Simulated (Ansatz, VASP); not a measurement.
Cu in VASP and in Ansatz

INCAR

```
SYSTEM = Cu
ALGO = Fast
EDIFF = 1E-6
ENCUT = 520
GGA = PS
ISIF = 2
ISMEAR = 0
LASPH = .True.
LCHARG = .False.
LREAL = .False.
LWAVE = .False.
NBANDS = 12
NELM = 60
PREC = Accurate
SIGMA = 0.15
```

KPOINTS

```
k-points
0
Gamma
  28 28 28
  0 0 0
```

POSCAR

```
Cu
1.0
    0.0000000000      1.6926017084      1.7371438586
    1.6926017084      0.0000000000      1.7371438586
    1.6926017084      1.6926017084      0.0000000000
Cu
1
Direct
    0.0000000000      0.0000000000      0.0000000000
```

Input for Ansatz:

```yaml
crystal:
  lattice:
    - [0.0, 1.6926017084, 1.7371438586]
    - [1.6926017084, 0.0, 1.7371438586]
    - [1.6926017084, 1.6926017084, 0.0]
  atoms:
    - { symbol: Cu, position: [0.0, 0.0, 0.0] }
basis:
  ecutwfc: 420
kpoints:
  mp_grid: { grid: [28, 28, 28] }
hamiltonian:
  xc: pbesol
scf:
  occupations: { method: gaussian, width: 0.15 }
output:
  forces: true
  stress: true
  eigenvalues: true
```

Change from the starting cell: strain -0.050 along x and y, -0.025 along z, atoms carried along.

Alike in both runs: task single point; functional PBEsol; k mesh 28 × 28 × 28; occupations gaussian, width 0.15 eV; no spin polarisation.

|  | VASP | Ansatz |
| --- | --- | --- |
| version | VASP 6.6.1 | Ansatz 0.2.0 |
| potentials or method | VASP PAW PBE potentials, release 64 (Cu), cutoff 520 eV | scalar-relativistic, plane waves, PAW |
| valence electrons in the cell | 11 | 19 |

|  | VASP | Ansatz | Ansatz less VASP |
| --- | --- | --- | --- |
| gap on the k mesh at the Fermi level (eV) | none | none | - |
| pressure (GPa) | 30.7 | 29.6 | -1.06 |
| traceless stress, the component that is largest in VASP (GPa) | -1.80 | -1.81 | -0.006 |

VASP's potentials were made for PBE, not for PBEsol. A gap of «none» marks a metal or a gap that the smearing closes. Both programs put the cell under a high pressure, so it lies far from rest at this level. VASP's potentials hold 11 valence electrons a cell and Ansatz's 19, so a difference there can come from the potentials and not from the codes.
